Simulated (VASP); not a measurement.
A run of VASP 6.6.1:

The input INCAR:

```
PREC = Accurate
ENCUT = 500
EDIFF = 1E-6
ISMEAR = 0
SIGMA = 0.15
LREAL = F
LASPH = T
NELM = 120
ALGO = Normal
ISIF = 2
LWAVE = F
LCHARG = T
GGA = PE
LELF = T
LVHAR = T
NBANDS = 16
GGA_COMPAT = F
```

File KPOINTS:

```
Automatic mesh
0
Gamma
  4 4 4
```

The input POSCAR:

```
MoH3
1.0
    2.7911592500      0.0000000000      0.0000000000
    0.0000000000      2.7911592500      0.0000000000
    0.0000000000      0.0000000000      3.5420649729
H Mo
3 1
Direct
    0.5000000000      0.5000000000      0.5000000000
    0.0000000000      0.0000000000      0.5000000000
    0.5000000000      0.5000000000      0.0000000000
    0.0000000000      0.0000000000      0.0000000000
```

Potentials or basis: VASP PAW PBE potentials, release 64 (H, Mo_sv).

The run is started by

```bash
$ cat potpaw_PBE.64/H/POTCAR potpaw_PBE.64/Mo_sv/POTCAR > POTCAR
$ mpirun -np 1 vasp_std > vasp.out
```

Hardware: 1 thread of Intel(R) Xeon(R) 6975P-C (Granite Rapids), with other jobs on the host.

Task: How long does it take, and how much memory?

Result: It took 3.5 s on 1 thread of Intel(R) Xeon(R) 6975P-C (Granite Rapids), with other jobs on the host, peak memory 0.13 GiB. Counts: scf iterations 12, k points 18.
